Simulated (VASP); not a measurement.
SrSiH6: relaxation of cell and atoms with PBEsol

SrSiH6:

```
Sr H Si
1.0
     3.71254    0.00000    0.00000
     0.00000    3.71254    0.00000
     0.00000    0.00000    8.26573
Sr H Si
1 6 1
Direct
  0.50000 0.50000 0.50000
  0.50000 0.50000 0.00000
  0.00000 0.00000 0.50000
  0.00000 0.50000 0.25110
  0.50000 0.00000 0.74890
  0.50000 0.00000 0.25110
  0.00000 0.50000 0.74890
  0.00000 0.00000 0.00000
```

```yaml
Program: VASP 6.6.1
Task: relaxation of cell and atoms
Functional: PBEsol
Potentials_or_basis: VASP PAW PBE potentials, release 64 (Sr_sv, H, Si)
Cutoff: 600 eV
k_mesh: 6 × 6 × 4
Occupations: fermi-dirac, width 0.03 eV
Spin: no spin polarisation
Dipole_correction: no
Further_INCAR_settings: ALGO = Normal; EDIFF = 1e-07; IBRION = 2; EDIFFG = -0.01; NSW = 100; ISIF = 3
```

```json
{
 "Relaxed volume": "7.75 Å³/atom",
 "Relaxed cell": "a = 3.333 Å, b = 3.333 Å, c = 5.579 Å, α = 90.00°, β = 90.00°, γ = 90.00°",
 "Space group after relaxing (to 0.1 Å)": "P4/mmm (No. 123)",
 "Energy gained by relaxing": "648.5 meV/atom",
 "Ionic steps": "18",
 "Pressure after relaxing": "0.0 GPa",
 "Largest force after relaxing": "0.009 eV/Å",
 "Band gap on the k mesh": "zero (bands 10 and 11 overlap by 4.21 eV)"
}
```

Forces on the atoms (eV/Å):
```
Sr   0.000  0.000  0.000
H    0.000  0.000  0.000
H    0.000  0.000  0.000
H    0.000  0.000 -0.009
H    0.000  0.000  0.009
H    0.000  0.000 -0.009
H    0.000  0.000  0.009
Si   0.000  0.000  0.000
```

Step by step:
```tsv
step	energy change (eV)	largest force (eV/Å)	pressure (GPa)	volume (Å³)
1	0.0000	0.3582	-11.32	113.93
2	-1.1414	0.5380	-10.47	98.12
3	-2.4828	1.2969	8.13	59.52
4	-2.5910	1.0861	0.84	67.34
5	-3.0422	1.0717	1.15	65.35
6	-4.6328	0.8600	4.19	59.34
7	-1.1195	3.0892	46.21	47.08
8	-4.8067	0.7596	7.43	56.62
9	-4.4847	1.0275	18.62	51.81
10	-4.9246	0.3757	10.12	55.02
11	-4.9304	0.1866	11.27	54.47
12	-5.0217	0.5333	1.68	61.35
13	-5.0987	0.2898	4.90	58.34
14	-5.1863	0.0457	-0.39	62.21
15	-5.1866	0.0293	-0.14	61.99
16	-5.1876	0.0238	0.06	61.90
17	-5.1877	0.0221	0.13	61.87
18	-5.1879	0.0094	0.05	61.98
```

Final structure:
```
Sr H Si
1.0
     3.33305    0.00000    0.00000
     0.00000    3.33305    0.00000
     0.00000    0.00000    5.57889
Sr H Si
1 6 1
Cartesian
  1.6665 1.6665 2.7894
  1.6665 1.6665 0.0000
  0.0000 3.3331 2.7894
  0.0000 1.6665 0.9645
  1.6665 0.0000 4.6143
  1.6665 0.0000 0.9645
  0.0000 1.6665 4.6143
  0.0000 3.3331 0.0000
```

Levels at points of the mesh, in eV from the Fermi level:
| k point | band 7 | band 8 | band 9 | band 10 | band 11 | band 12 | band 13 | band 14 |
| --- | --- | --- | --- | --- | --- | --- | --- | --- |
| (0.00, 0.00, 0.00) | -3.98 | -2.49 | 1.14 | 1.57 | 1.84 | 1.84 | 3.35 | 4.07 |
| (0.50, 0.00, 0.00) | -4.56 | -2.04 | -1.14 | 0.51 | 2.79 | 2.95 | 3.55 | 5.97 |
| (0.50, 0.50, 0.00) | -6.03 | -3.85 | -2.70 | -2.64 | -2.64 | 0.31 | 7.02 | 7.02 |
| (0.00, 0.00, 0.50) | -2.24 | -2.13 | 0.01 | 0.64 | 1.57 | 1.57 | 4.20 | 5.48 |
| (0.50, 0.00, 0.50) | -4.19 | -3.28 | 0.07 | 1.57 | 1.75 | 3.02 | 3.24 | 4.10 |
| (0.50, 0.50, 0.50) | -5.54 | -4.09 | -3.44 | -1.61 | -1.61 | 2.36 | 4.00 | 4.28 |

It took 20 min on 1 thread of Oxide Virtual Turin-like Processor, on a shared host, peak memory 0.27 GiB.

Caveat: the volume moved by over 15 % at a fixed basis, so the end points are rough; the PAW data sets were made with another functional, which shifts forces and pressure a little.
